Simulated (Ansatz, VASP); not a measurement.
# One calculation of BC4, two programs

```
B C
1.0
     3.51490    0.00000    0.00000
     0.00000    4.64931    0.00000
     0.00000    0.00000   16.00000
B C
1 4
Direct
  0.00000 0.50000 0.50000
  0.82373 0.00000 0.53882
  0.17627 0.00000 0.53882
  0.17627 0.00000 0.46118
  0.82373 0.00000 0.46118
```

Alike in both runs: task single point; functional PBE; k mesh 6 × 4 × 1; occupations gaussian, width 0.1 eV; no spin polarisation.

|  | VASP | Ansatz |
| --- | --- | --- |
| version | VASP 6.6.1 | Ansatz 0.2.0 |
| potentials or method | VASP PAW PBE potentials, release 64 (B, C), cutoff 520 eV | scalar-relativistic, plane waves, PAW |
| valence electrons in the cell | 19 | 19 |

|  | VASP | Ansatz | Ansatz less VASP |
| --- | --- | --- | --- |
| gap on the k mesh at the Fermi level (eV) | none | none | - |
| rms of the force components (eV/Å) | 9.426 | 9.266 | -0.1595 |

Atom by atom the forces differ by 0.160 eV/Å (rms over components). A gap of «none» marks a metal or a gap that the smearing closes. Ansatz's warnings: slab cell height set.
